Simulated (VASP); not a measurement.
# Ta2N3 (Pnma) in VASP: single point with PBEsol

Aim: the single point of Ta2N3 with PBEsol.

All numbers are computed with VASP 6.6.1; they aren't measurements. Logs are shortened: lines on timing, memory, paths and dates and some standing lists are left out, and cuts for length are marked.

## 1. The cell of the first run

The structure is orthorhombic, space group Pnma (No. 62). The conventional cell has a = 8.030 Å, b = 2.918 Å, c = 7.874 Å, α = 90.00°, β = 90.00°, γ = 90.00°. Ta (site symmetry m) has 7 N at 2.04 to 2.14 Å within 2.7 Å. Ta (site symmetry m) has 8 N at 2.12 to 2.45 Å and 6 Ta at 2.87 to 3.07 Å within 3.1 Å. N (site symmetry m) has 5 Ta at 2.09 to 2.15 Å and 11 N at 2.55 to 2.95 Å within 3.0 Å. Within 3.0 Å of N (site symmetry m) lie 5 Ta at 2.04 to 2.14 Å and 9 N at 2.38 to 2.92 Å. Within 2.8 Å of N (site symmetry m) lie 5 Ta at 2.07 to 2.45 Å and 7 N at 2.38 to 2.72 Å.

## 2. Single point, PBEsol (9.22 Å³/atom)

Input file INCAR:

```
  ALGO = Fast
  EDIFF = 1E-7
  ENCUT = 520
  GGA = PS
  ISIF = 2
  ISMEAR = 0
  KPAR = 4
  LASPH = True
  LCHARG = False
  LREAL = Auto
  LWAVE = False
  NBANDS = 90
  NELM = 60
  PREC = Accurate
  SIGMA = 0.1
```

Input file KPOINTS:

```
k-points
0
Gamma
  6 12 6
```

Input file POSCAR:

```
Ta2N3
1.0
    8.0303429733      0.0000000000      0.0000000000
    0.0000000000      2.9176446872      0.0000000000
    0.0000000000      0.0000000000      7.8736442025
Ta N
8 12
Direct
    0.0205020568      0.2500000000      0.6867925018
    0.9794979432      0.7500000000      0.3132074982
    0.4794979432      0.7500000000      0.1867925018
    0.5205020568      0.2500000000      0.8132074982
    0.1952032031      0.2500000000      0.0045491185
    0.8047967969      0.7500000000      0.9954508815
    0.3047967969      0.7500000000      0.5045491185
    0.6952032031      0.2500000000      0.4954508815
    0.4543229158      0.2500000000      0.3758490302
    0.5456770842      0.7500000000      0.6241509698
    0.0456770842      0.7500000000      0.8758490302
    0.9543229158      0.2500000000      0.1241509698
    0.1215597207      0.2500000000      0.4487319392
    0.8784402793      0.7500000000      0.5512680608
    0.3784402793      0.7500000000      0.9487319392
    0.6215597207      0.2500000000      0.0512680608
    0.2779437352      0.2500000000      0.7050651688
    0.7220562648      0.7500000000      0.2949348312
    0.2220562648      0.7500000000      0.2050651688
    0.7779437352      0.2500000000      0.7949348312
```

Potentials or basis: VASP PAW PBE potentials, release 64 (Ta_pv, N).

Command:

```sh
> cat potpaw_PBE.64/Ta_pv/POTCAR potpaw_PBE.64/N/POTCAR > POTCAR
> mpirun -np 4 vasp_std > vasp.out
```

OUTCAR:

```text
EDIFF = 1E-7
   ENCUT = 520
   GGA = PS
   ISIF = 2
   ISMEAR = 0
   LASPH = True
   LREAL = Auto
   NELM = 60
   PREC = Accurate

 ion  position               nearest neighbor table
   1  0.021  0.250  0.687-  13 2.04  17 2.07  11 2.09  11 2.09  20 2.13  14 2.14  14 2.14   5 2.87
                             8 3.02   7 3.07   7 3.07   2 3.30   2 3.30   6 3.32   6 3.32
   2  0.979  0.750  0.313-  14 2.04  18 2.07  12 2.09  12 2.09  19 2.13  13 2.14  13 2.14   6 2.87
                             7 3.02   8 3.07   8 3.07   1 3.30   1 3.30   5 3.32   5 3.32
   3  0.479  0.750  0.187-  15 2.04  19 2.07   9 2.09   9 2.09  18 2.13  16 2.14  16 2.14   7 2.87
                             6 3.02   5 3.07   5 3.07   4 3.30   4 3.30   8 3.32   8 3.32
   4  0.521  0.250  0.813-  16 2.04  20 2.07  10 2.09  10 2.09  17 2.13  15 2.14  15 2.14   8 2.87
                             5 3.02   6 3.07   6 3.07   3 3.30   3 3.30   7 3.32   7 3.32
   5  0.195  0.250  0.005-  15 2.12  15 2.12  11 2.14  11 2.14  12 2.15  19 2.16  19 2.16  17 2.45
                             1 2.87   4 3.02   3 3.07   3 3.07   2 3.32   2 3.32   6 3.46   6 3.46
   6  0.805  0.750  0.995-  16 2.12  16 2.12  12 2.14  12 2.14  11 2.15  20 2.16  20 2.16  18 2.45
                             2 2.87   3 3.02   4 3.07   4 3.07   1 3.32   1 3.32   5 3.46   5 3.46
   7  0.305  0.750  0.505-  13 2.12  13 2.12   9 2.14   9 2.14  10 2.15  17 2.16  17 2.16  19 2.45
                             3 2.87   2 3.02   1 3.07   1 3.07   4 3.32   4 3.32   8 3.46   8 3.46
   8  0.695  0.250  0.495-  14 2.12  14 2.12  10 2.14  10 2.14   9 2.15  18 2.16  18 2.16  20 2.45
                             4 2.87   1 3.02   2 3.07   2 3.07   3 3.32   3 3.32   7 3.46   7 3.46
   9  0.454  0.250  0.376-   3 2.09   3 2.09   7 2.14   7 2.14   8 2.15
  10  0.546  0.750  0.624-   4 2.09   4 2.09   8 2.14   8 2.14   7 2.15
  11  0.046  0.750  0.876-   1 2.09   1 2.09   5 2.14   5 2.14   6 2.15
  12  0.954  0.250  0.124-   2 2.09   2 2.09   6 2.14   6 2.14   5 2.15
  13  0.122  0.250  0.449-   1 2.04   7 2.12   7 2.12   2 2.14   2 2.14
  14  0.878  0.750  0.551-   2 2.04   8 2.12   8 2.12   1 2.14   1 2.14
  15  0.378  0.750  0.949-   3 2.04   5 2.12   5 2.12   4 2.14   4 2.14
  16  0.622  0.250  0.051-   4 2.04   6 2.12   6 2.12   3 2.14   3 2.14
  17  0.278  0.250  0.705-   1 2.07   4 2.13   7 2.16   7 2.16   5 2.45
  18  0.722  0.750  0.295-   2 2.07   3 2.13   8 2.16   8 2.16   6 2.45
  19  0.222  0.750  0.205-   3 2.07   2 2.13   5 2.16   5 2.16   7 2.45
  20  0.778  0.250  0.795-   4 2.07   1 2.13   6 2.16   6 2.16   8 2.45

  LATTYP: Found a simple orthorhombic cell.
 ALAT       =     2.9176446872
 B/A-ratio  =     2.6986302469
 C/A-ratio  =     2.7523375305

  Lattice vectors:

 A1 = (   0.0000000000,   2.9176446872,   0.0000000000)
 A2 = (   0.0000000000,   0.0000000000,   7.8736442025)
 A3 = (   8.0303429733,   0.0000000000,   0.0000000000)

Analysis of symmetry for initial positions (statically):
=====================================================================
 Subroutine PRICEL returns:
 Original cell was already a primitive cell.

 Routine SETGRP: Setting up the symmetry group for a
 simple orthorhombic supercell.

 Subroutine GETGRP returns: Found  8 space group operations
 (whereof  2 operations were pure point group operations)
 out of a pool of  8 trial point group operations.

The static configuration has the point symmetry S_2 .
 The point group associated with its full space group is D_2h.

Analysis of symmetry for dynamics (positions and initial velocities):
=====================================================================
 Subroutine PRICEL returns:
 Original cell was already a primitive cell.

 Routine SETGRP: Setting up the symmetry group for a
 simple orthorhombic supercell.

 Subroutine GETGRP returns: Found  8 space group operations
 (whereof  2 operations were pure point group operations)
 out of a pool of  8 trial point group operations.

The dynamic configuration has the point symmetry S_2 .
 The point group associated with its full space group is D_2h.

 Subroutine INISYM returns: Found  8 space group operations
 (whereof  2 operations are pure point group operations),
 and found     1 'primitive' translations

----------------------------------------------------------------------------------------

                                     Primitive cell

  volume of cell :     184.4770

  direct lattice vectors                    reciprocal lattice vectors
[... 60 lines left out ...]
 Generating k-lattice:

  Cartesian coordinates                     Fractional coordinates (reciprocal lattice)
     0.020754614  0.000000000  0.000000000     0.166666667  0.000000000  0.000000000
     0.000000000  0.028561851  0.000000000     0.000000000  0.083333333  0.000000000
     0.000000000  0.000000000  0.021167665     0.000000000  0.000000000  0.166666667

  Length of vectors
     0.020754614  0.028561851  0.021167665

  Shift w.r.t. Gamma in fractional coordinates (k-lattice)
     0.000000000  0.000000000  0.000000000

 Subroutine IBZKPT returns following result:
 ===========================================

 Found    112 irreducible k-points:

 Following reciprocal coordinates:
            Coordinates               Weight
  0.000000  0.000000  0.000000      1.000000
  0.166667  0.000000  0.000000      2.000000
  0.333333  0.000000  0.000000      2.000000
  0.500000  0.000000  0.000000      1.000000
  0.000000  0.083333  0.000000      2.000000
  0.166667  0.083333  0.000000      4.000000
[... 16 lines left out ...]
  0.333333  0.416667  0.000000      4.000000
  0.500000  0.416667  0.000000      2.000000
 [... further k-points ...]
   k-points           NKPTS =    112   k-points in BZ     NKDIM =    112   number of bands    NBANDS=     90
   number of dos      NEDOS =    301   number of ions     NIONS =     20
   total plane-waves  NPLWV =  86400
   dimension x,y,z NGX =    60 NGY =   24 NGZ =   60
   dimension x,y,z NGXF=   120 NGYF=   48 NGZF=  120
   ions per type =               8  12
   NGX,Y,Z   is equivalent  to a cutoff of  12.42, 13.68, 12.67 a.u.
   NGXF,Y,Z  is equivalent  to a cutoff of  24.84, 27.35, 25.34 a.u.
 SYSTEM =  unknown system
   PREC   = accura    normal or accurate (medium, high low for compatibility)
   ISTART =      0    job   : 0-new  1-cont  2-samecut
   ICHARG =      2    charge: 1-file 2-atom 10-const
   ISPIN  =      1    spin polarized calculation?
   LNONCOLLINEAR =      F non collinear calculations
   LSORBIT =      F    spin-orbit coupling
   LASPH  =      T    aspherical Exc in radial PAW
   ENCUT  =  520.0 eV  38.22 Ry    6.18 a.u.  14.93  5.42 14.64*2*pi/ulx,y,z
   NELM   =     60;   NELMIN=  2; NELMDL= -5     # of ELM steps
   EDIFF  = 0.1E-06   stopping-criterion for ELM
   LREAL  =      T    real-space projection
   EDIFFG = 0.1E-05   stopping-criterion for IOM
   NSW    =      0    number of steps for IOM
   IBRION =     -1    ionic relax: 0-MD 1-quasi-New 2-CG
   NFREE  =      0    steps in history (QN), initial steepest desc. (CG)
   ISIF   =      2    stress and relaxation
   ISYM   =      2    0-nonsym 1-usesym 2-fastsym
   POTIM  = 0.5000    time-step for ionic-motion
   TEBEG  =    0.0;   TEEND  =   0.0 temperature during run
   PSTRESS=    0.0 pullay stress
   NELECT =     148.0000    total number of electrons
   NUPDOWN=      -1.0000    fix difference up-down
   EMIN   =  10.00;   EMAX   =-10.00  energy-range for DOS
   EFERMI =   0.00;   METHOD = LEGACY
   ISMEAR =     0;   SIGMA  =   0.10  broadening in eV -4-tet -1-fermi 0-gaus
   EFERMI_NEDOS =   21; number of points for ismear=-14 and -15
   IALGO  =     68    algorithm
   IMIX   =      4    mixing-type and parameters
     AMIX     =   0.40;   BMIX     =  1.00
     AMIX_MAG =   1.60;   BMIX_MAG =  1.00
  volume/ion in A,a.u.               =       9.22        62.25
  Fermi-wavevector in a.u.,A,eV,Ry     =   1.521182  2.874618 31.483828  2.313996
  Thomas-Fermi vector in A             =   2.629932
   LORBIT       =      0    0 simple, 1 ext, 2 COOP (PROOUT), +10 PAW based schemes
   GGA     = PS    functional components
   LHFCALC =     F    Hartree Fock is set to
   AEXX    =    0.0000 exact exchange contribution
   IVDW    =     0    specifies the selected vdW correction
   LEPSILON=     F    determine dielectric tensor
   LRPA    =     F    only Hartree local field effects (RPA)
 non-spin polarized calculation
 RMM-DIIS sequential band-by-band and
 Gauss-broadening in eV      SIGMA  =   0.10
  energy-cutoff  :      520.00
  volume of cell :      184.48
 maximum number of plane-waves:      5007
 NGX is ok and might be reduce to    60
   NGX = 29   NGY = 11   NGZ = 29

 number of electron     148.0000013 magnetization

 Free energy of the ion-electron system (eV)
  ---------------------------------------------------
  ext. energy  EPLUGINS =         0.00000000
  ---------------------------------------------------
  free energy    TOTEN  =      -226.81216036 eV

  energy without entropy =     -226.78411460  energy(sigma->0) =     -226.79813748

 E-fermi :   8.7457     XC(G=0): -13.8223

 val. band max:        8.7429584492   @ k =   0.0000   0.3333   0.3333
 cond. band min:       8.7524657628   @ k =   0.3333   0.4167   0.0000
 fundamental gap:      0.0095073136
 Fermi energy:         8.7456757640

 k-point     1 :       0.0000    0.0000    0.0000
  band No.  band energies     occupation
      1     -27.2402      2.00000
      2     -27.0669      2.00000
      3     -27.0218      2.00000
      4     -26.9945      2.00000
      5     -26.9923      2.00000
      6     -26.9267      2.00000
[... 2125 lines left out ...]
     85      12.9599      0.00000
     86      12.9646      0.00000

 [... further k-points ...]

 [bands above 86 left out]

------------------------ aborting loop because EDIFF is reached ----------------------------------------

  FORCE on cell =-STRESS in cart. coord.  units (eV):
  Direction    XX          YY          ZZ          XY          YZ          ZX
  --------------------------------------------------------------------------------------
  -------------------------------------------------------------------------------------
  Total       30.2612969     29.9900189     30.1283933      0.0000000     -0.0000000      0.0000000
  in kB      262.8184420    260.4624011    261.6641780      0.0000000     -0.0000000      0.0000000
  external PRESSURE =     261.6483404 kB  Pullay stress =       0.0000000 kB

 VOLUME and BASIS-vectors are now :
 -----------------------------------------------------------------------------
  energy-cutoff  :      520.00
  volume of cell :      184.48
      direct lattice vectors                 reciprocal lattice vectors
     8.030342973  0.000000000  0.000000000     0.124527682  0.000000000  0.000000000
     0.000000000  2.917644687  0.000000000     0.000000000  0.342742214  0.000000000
     0.000000000  0.000000000  7.873644203     0.000000000  0.000000000  0.127005993

 POSITION                                       TOTAL-FORCE (eV/Angst)
 -----------------------------------------------------------------------------------
      0.16464      0.72941      5.40756        -0.008023      0.000000      0.032075
      7.86570      2.18823      2.46608         0.008023     -0.000000     -0.032075
      3.85053      2.18823      1.47074         0.008023      0.000000      0.032075
      4.17981      0.72941      6.40291        -0.008023      0.000000     -0.032075
      1.56755      0.72941      0.03582         0.006211      0.000000     -0.008606
      6.46279      2.18823      7.83783        -0.006211      0.000000      0.008606
[... 12 lines left out ...]
      1.78319      2.18823      1.61461        -0.016867     -0.000000      0.024337
      6.24716      0.72941      6.25903         0.016867      0.000000     -0.024337
 -----------------------------------------------------------------------------------
    total drift:                               -0.000000      0.000000     -0.000000

  FREE ENERGIE OF THE ION-ELECTRON SYSTEM (eV)
  ---------------------------------------------------
  free  energy   TOTEN  =      -226.8121603597 eV

  energy  without entropy=     -226.7841145968  energy(sigma->0) =     -226.79813748
```

Run time: 31 min. Hardware: 4 MPI ranks of Oxide Virtual Turin-like, shared host; peak memory 1.1 GiB.

Results:

```yaml
Free_energy: -226.8122 eV
Pressure: 26.2 GPa
Largest_force: 0.033 eV/Å
Band_gap_on_the_k_mesh: zero (bands 74 and 75 overlap by 1.38 eV)
```

Forces on the atoms (eV/Å):
```
Ta  -0.008  0.000  0.032
Ta   0.008  0.000 -0.032
Ta   0.008  0.000  0.032
Ta  -0.008  0.000 -0.032
Ta   0.006  0.000 -0.009
Ta  -0.006  0.000  0.009
Ta  -0.006  0.000 -0.009
Ta   0.006  0.000  0.009
N    0.012  0.000  0.012
N   -0.012  0.000 -0.012
N   -0.012  0.000  0.012
N    0.012  0.000 -0.012
N    0.006  0.000 -0.032
N   -0.006  0.000  0.032
N   -0.006  0.000 -0.032
N    0.006  0.000  0.032
N    0.017  0.000  0.024
N   -0.017  0.000 -0.024
N   -0.017  0.000  0.024
N    0.017  0.000 -0.024
```

Caveat: the cell stands under pressure; the PAW data sets were made with another functional, which shifts forces and pressure a little; spin-orbit coupling is left out, which moves the levels of the heavy elements.
